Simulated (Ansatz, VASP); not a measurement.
One calculation of InSb3, two programs

```
CELL_PARAMETERS angstrom
-4.73331 0.00000 0.00000
0.00000 4.73331 4.73331
0.00000 4.73331 -4.73331
ATOMIC_POSITIONS crystal
In 0.00000 0.00000 0.00000
In 0.00000 0.50000 0.50000
Sb 0.50000 0.26056 0.76056
Sb 0.50000 0.73944 0.23944
Sb 0.00000 0.50000 0.00000
Sb 0.00000 0.00000 0.50000
Sb 0.50000 0.76056 0.73944
Sb 0.50000 0.23944 0.26056
```

Change from the starting cell: mode 1 (-27.8 1/cm) frozen in, largest displacement +0.100 Å.

Alike in both runs: task single point; functional PBE; dispersion D3(BJ); k mesh 10 × 8 × 8; occupations gaussian, width 0.15 eV; no spin polarisation.

```csv
,VASP,Ansatz
version,VASP 6.6.1,Ansatz 0.2.0
potentials or method,"VASP PAW PBE potentials, release 64 (In_d, Sb), cutoff 520 eV","scalar-relativistic, plane waves, PAW"
valence electrons in the cell,56,116
```

```tsv
	VASP	Ansatz	Ansatz less VASP
gap on the k mesh at the Fermi level (eV)	none	none	-
pressure (GPa)	0.0	0.1	+0.09
traceless stress, the component that is largest in VASP (GPa)	0.29	0.28	-0.002
rms of the force components (eV/Å)	0.003	0.003	+0.0002
```

Atom by atom the forces differ by 0.000 eV/Å (rms over components). A gap of «none» marks a metal or a gap that the smearing closes. VASP's potentials hold 56 valence electrons a cell and Ansatz's 116, so a difference there can come from the potentials and not from the codes.

Neither program's run includes spin-orbit coupling.
